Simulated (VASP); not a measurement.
A run of VASP 6.6.1:

The input INCAR:

```
PREC     = Accurate       # precision mode
ENCUT    = 520            # plane-wave cutoff, eV
EDIFF    = 1E-8           # SCF threshold, eV
ISMEAR   = -1             # smearing method
SIGMA    = 0.05           # smearing width, eV
LREAL    = F              # projectors in reciprocal space
LASPH    = T              # aspherical terms in the spheres
NELM     = 120            # most SCF steps
ALGO     = Normal         # electronic algorithm
ISIF     = 2              # what is computed and relaxed
LWAVE    = F              # write WAVECAR
LCHARG   = F              # write CHGCAR
GGA      = PS             # functional
LEFG     = T            
NBANDS   = 14             # bands
GGA_COMPAT= F
```

The input KPOINTS:

```
Automatic mesh
0
Gamma
  15 15 15
```

POSCAR

```
HfC
1.0
    0.0000000000      2.3403977997      2.3403977997
    2.3403977997      0.0000000000      2.3403977997
    2.3403977997      2.3403977997      0.0000000000
Hf C
1 1
Direct
    0.5000000000      0.5000000000      0.5000000000
    0.0000000000      0.0000000000      0.0000000000
```

Potentials or basis: VASP PAW PBE potentials, release 64 (Hf_pv, C).

Command:

```bash
$ cat potpaw_PBE.64/Hf_pv/POTCAR potpaw_PBE.64/C/POTCAR > POTCAR
$ mpirun -np 1 vasp_std > vasp.out
```

Hardware: 1 thread of Intel Xeon 6975P-C (shared host).

Problem. Estimate the wall time of this run.

Solution. Run time: 43 s on 1 thread of Intel Xeon 6975P-C (shared host), peak memory 0.19 GiB. Counts: scf iterations 16, k points 120.
